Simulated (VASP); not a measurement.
# H4CO in VASP: notebook, part 2 of 2

VASP 6.6.1.

## 4. Single point, PBE+D3(BJ)

INCAR reads:

```
PREC = Accurate
ENCUT = 520
EDIFF = 1E-7
ISMEAR = -1
SIGMA = 0.02
LREAL = Auto
LASPH = T
NELM = 80
ALGO = Normal
ISIF = 2
LWAVE = F
LCHARG = F
GGA = PE
IVDW = 12
NBANDS = 66
```

KPOINTS reads:

```
Automatic mesh
0
Gamma
  1 1 1
```

POSCAR reads:

```
H4CO
1.0
    8.0548320000      0.0000000000      0.0000000000
    0.0000000000      8.0548320000      0.0000000000
    0.0000000000      0.0000000000      8.0548320000
C O H
6 6 24
Direct
    0.9802314933      0.8596206600      0.4852242728
    0.3155248924      0.4457076200      0.6934471135
    0.8025493269      0.4258934265      0.4522751064
    0.4323740085      0.9675310422      0.7687559467
    0.3527075425      0.6363137059      0.3078152344
    0.7639017176      0.6414783077      0.0834281832
    0.8058641074      0.8649218258      0.4703015532
    0.3865257525      0.4968322120      0.8421280543
    0.7292392939      0.3101244073      0.3440791813
    0.5958659349      0.8985413973      0.7869065426
    0.2299861748      0.5166215757      0.2438163825
    0.7215172210      0.5300669213     -0.0514473797
    1.0344349826      0.9904986224      0.5209792085
    0.7615677149      0.8905089516      0.5760517414
    1.0159243545      0.7757331252      0.5804590338
    1.0350681429      0.8148525010      0.3656687067
    0.2172733087      0.5421466270      0.6548119191
    0.4988185973      0.5121770386      0.8268204725
    0.4102754719      0.4573652188      0.5955679771
    0.2487947607      0.3320367203      0.7117218584
    0.7539822060      0.3948685708      0.5775167005
    0.7569990287      0.3387407708      0.2342569032
    0.9374621345      0.4330568285      0.4366695668
    0.7588860947      0.5570445169      0.4370544289
    0.4472967282      1.1021334771      0.7949886478
    0.6194170158      0.8838049012      0.9051088837
    0.3696538922      0.9366551655      0.6494983384
    0.3655197278      0.9160091731      0.8683980001
    0.3127191231      0.6770470197      0.4261789693
    0.2705829246      0.4806804164      0.1351611058
    0.4620580541      0.5528979375      0.3178961399
    0.3662273776      0.7400402640      0.2208115576
    0.6478099109      0.6436509166      0.1587990910
    0.8139089679      0.4670985068     -0.0819756390
    0.8534752804      0.5798134586      0.1704070302
    0.8131268287      0.7721700465      0.0474249494
```

Potentials or basis: VASP PAW PBE potentials, release 64 (C, O, H).

Launch:

```console
> cat potpaw_PBE.64/C/POTCAR potpaw_PBE.64/O/POTCAR potpaw_PBE.64/H/POTCAR > POTCAR
> mpirun -np 1 vasp_gam > vasp.out
```

OUTCAR:

```text
PREC = Accurate
   ENCUT = 520
   EDIFF = 1E-7
   ISMEAR = -1
   LREAL = Auto
   LASPH = T
   NELM = 80
   ISIF = 2
   GGA = PE
   IVDW = 12
 IVDW          = 12

 ion  position               nearest neighbor table
   1  0.980  0.860  0.485-  15 1.06  16 1.12  13 1.18   7 1.41
   2  0.316  0.446  0.693-  20 1.07  19 1.10  17 1.15   8 1.39
   3  0.803  0.426  0.452-  23 1.10  21 1.11  24 1.12   9 1.41
   4  0.432  0.968  0.769-  28 1.05  25 1.11  27 1.11  10 1.44
   5  0.353  0.636  0.308-  29 1.06  32 1.10  31 1.11  11 1.47
   6  0.764  0.641  0.083-  33 1.12  35 1.12  36 1.16  12 1.45
   7  0.806  0.865  0.470-  14 0.95   1 1.41
   8  0.387  0.497  0.842-  18 0.92   2 1.39
   9  0.729  0.310  0.344-  22 0.94   3 1.41
  10  0.596  0.899  0.787-  26 0.98   4 1.44
  11  0.230  0.517  0.244-  30 0.98   5 1.47
  12  0.722  0.530  0.949-  34 0.93   6 1.45
  13  0.034  0.990  0.521-   1 1.18
  14  0.762  0.891  0.576-   7 0.95
  15  0.016  0.776  0.580-   1 1.06
  16  0.035  0.815  0.366-   1 1.12
  17  0.217  0.542  0.655-   2 1.15
[... 17 lines left out ...]
  35  0.853  0.580  0.170-   6 1.12
  36  0.813  0.772  0.047-   6 1.16

  LATTYP: Found a simple cubic cell.
 ALAT       =     8.0548320000

  Lattice vectors:

 A1 = (   8.0548320000,   0.0000000000,   0.0000000000)
 A2 = (   0.0000000000,   8.0548320000,   0.0000000000)
 A3 = (   0.0000000000,   0.0000000000,   8.0548320000)

Analysis of symmetry for initial positions (statically):
=====================================================================
 Subroutine PRICEL returns:
 Original cell was already a primitive cell.

 Routine SETGRP: Setting up the symmetry group for a
 simple cubic supercell.

 Subroutine GETGRP returns: Found  1 space group operations
 (whereof  1 operations were pure point group operations)
 out of a pool of 48 trial point group operations.

The static configuration has the point symmetry C_1 .

[... 178 lines left out ...]
  Fermi-wavevector in a.u.,A,eV,Ry     =   0.890112  1.682068 10.779893  0.792300
  Thomas-Fermi vector in A             =   2.011761
   LORBIT       =      0    0 simple, 1 ext, 2 COOP (PROOUT), +10 PAW based schemes
   GGA     = PE    functional components
   LHFCALC =     F    Hartree Fock is set to
   AEXX    =    0.0000 exact exchange contribution
   IVDW    =    12    specifies the selected vdW correction
   LEPSILON=     F    determine dielectric tensor
   LRPA    =     F    only Hartree local field effects (RPA)
 non-spin polarized calculation
  energy-cutoff  :      520.00
  volume of cell :      522.60
 maximum number of plane-waves:      6999
 NGX is ok and might be reduce to    60
   NGX = 29   NGY = 29   NGZ = 29

 number of electron      84.0000017 magnetization

 Free energy of the ion-electron system (eV)
  ---------------------------------------------------
  ext. energy  EPLUGINS =         0.00000000
  ---------------------------------------------------
  free energy    TOTEN  =      -180.87025780 eV

  energy without entropy =     -180.87025780  energy(sigma->0) =     -180.87025780

 E-fermi :  -3.0496     XC(G=0):  -5.3974

 val. band max:       -3.5830381198   @ k =   0.0000   0.0000   0.0000
 cond. band min:       0.6006092661   @ k =   0.0000   0.0000   0.0000
 fundamental gap:      4.1836473859
 Fermi energy:        -3.0495816424

 k-point     1 :       0.0000    0.0000    0.0000
  band No.  band energies     occupation
      1     -23.8859      2.00000
      2     -23.5706      2.00000
      3     -23.3619      2.00000
      4     -23.3538      2.00000
      5     -23.0522      2.00000
      6     -22.6679      2.00000
[... 46 lines left out ...]
     53       3.8433      0.00000
     54       3.9262      0.00000
 [bands above 54 left out]

------------------------ aborting loop because EDIFF is reached ----------------------------------------

 Edisp (eV)   -0.97901

 E8    (eV) :    -0.2119

  FORCE on cell =-STRESS in cart. coord.  units (eV):
  Direction    XX          YY          ZZ          XY          YZ          ZX
  --------------------------------------------------------------------------------------
  -------------------------------------------------------------------------------------
  Total       4.69706    -3.97309     3.67870    -1.74713    -0.66339    -1.57380
  in kB      14.40015   -12.18063    11.27809    -5.35631    -2.03382    -4.82494
  external pressure =        4.50 kB  Pullay stress =        0.00 kB

 VOLUME and BASIS-vectors are now :
 -----------------------------------------------------------------------------
  energy-cutoff  :      520.00
  volume of cell :      522.60
      direct lattice vectors                 reciprocal lattice vectors
     8.054832000  0.000000000  0.000000000     0.124149082  0.000000000  0.000000000
     0.000000000  8.054832000  0.000000000     0.000000000  0.124149082  0.000000000
     0.000000000  0.000000000  8.054832000     0.000000000  0.000000000  0.124149082

 POSITION                                       TOTAL-FORCE (eV/Angst)
 -----------------------------------------------------------------------------------
      7.89560      6.92410      3.90840         0.656710      2.038242     -0.671871
      2.54150      3.59010      5.58560        -1.009874      2.383997     -1.171342
      6.46440      3.43050      3.64300        -0.613225      1.228705      0.668258
      3.48270      7.79330      6.19220         0.954311      0.967346      0.199441
      2.84100      5.12540      2.47940         0.070614     -2.265797     -1.750471
      6.15310      5.16700      0.67200        -0.059793     -0.169926      0.762402
[... 28 lines left out ...]
      6.87460      4.67030      1.37260         0.007318      0.570247     -0.633144
      6.54960      6.21970      0.38200        -0.607225     -1.513453      0.184881
 -----------------------------------------------------------------------------------
    total drift:                               -0.009426     -0.008295      0.010251

  FREE ENERGIE OF THE ION-ELECTRON SYSTEM (eV)
  ---------------------------------------------------
  free  energy   TOTEN  =      -181.8492628478 eV

  energy  without entropy=     -181.8492628478  energy(sigma->0) =     -181.84926285
```

stdout:

```text
POSCAR found type information on POSCAR C O H
 POSCAR found :  3 types and      36 ions
 scaLAPACK will be used
 LDA part: xc-table for (Slater+PW92), standard interpolation
 POSCAR, INCAR and KPOINTS ok, starting setup
 FFT: planning ... GRIDC
 FFT: planning ... GRID_SOFT
 FFT: planning ... GRID
 WAVECAR not read
 entering main loop
```

Run time: 63 s. Hardware: 1 thread of Intel Xeon Platinum 8488C (Sapphire Rapids), shared host; peak memory 0.46 GiB.

Results:

```
Free energy                : -181.8493 eV
Pressure                   : 0.4 GPa
Largest force              : 3.124 eV/Å
Band gap on the k mesh     : 4.18 eV
Dispersion energy per atom : -0.027 eV
```

Forces in eV/Å, atoms in the order of the input:
```
C    0.657  2.038 -0.672
C   -1.010  2.384 -1.171
C   -0.613  1.229  0.668
C    0.954  0.967  0.199
C    0.071 -2.266 -1.750
C   -0.060 -0.170  0.762
O    0.259 -0.352 -1.616
O   -2.449 -0.112  1.864
O   -0.765 -0.721  1.038
O    0.750 -0.514 -0.677
O   -0.355  0.630  0.115
O   -1.329  1.410  0.487
H   -0.477 -1.485 -0.646
H   -0.860  0.317  1.469
H    0.559 -0.955  1.016
H   -0.296  0.391  0.516
H    0.586 -0.800  0.269
H    3.083  0.499  0.019
H   -0.315 -0.938 -0.225
H   -0.039 -1.080 -0.412
H    0.746 -0.183 -0.101
H    0.333  0.339 -1.641
H    0.314 -0.323  0.478
H   -0.064 -0.356 -0.291
H   -0.600 -0.121 -0.613
H   -0.183  0.031 -0.414
H    0.696  0.193  0.332
H   -1.531 -0.551  1.026
H   -0.406  0.398  1.053
H    0.033  0.120  0.062
H    0.362  1.049  0.247
H    0.268  0.118  0.042
H    0.482  0.713 -0.374
H    1.798 -0.954 -0.613
H    0.007  0.570 -0.633
H   -0.607 -1.513  0.185
```

Caveat: the k points lie up to 0.78 Å⁻¹ apart.

## 5. Overview

| cell | gap on the mesh (eV) | pressure (GPa) | largest force (eV/Å) |
| --- | --- | --- | --- |
| as given, atomic positions A | 3.85 | -0.5 | 0.22 |
| as given, atomic positions B | 4.01 | -0.8 | 2.82 |
| as given, atomic positions C | 4.18 | 0.4 | 3.12 |

Alike in all rows: task single point; level PBE+D3(BJ); potentials or basis VASP PAW PBE potentials, release 64 (C, O, H); no spin polarisation; k mesh 1 × 1 × 1; cutoff (eV) 520; smearing fermi-dirac 0.02 eV.

Caveats: all runs use coarse meshes.

Total energies depend on the potentials used, so only differences within one code and one set of settings carry meaning.
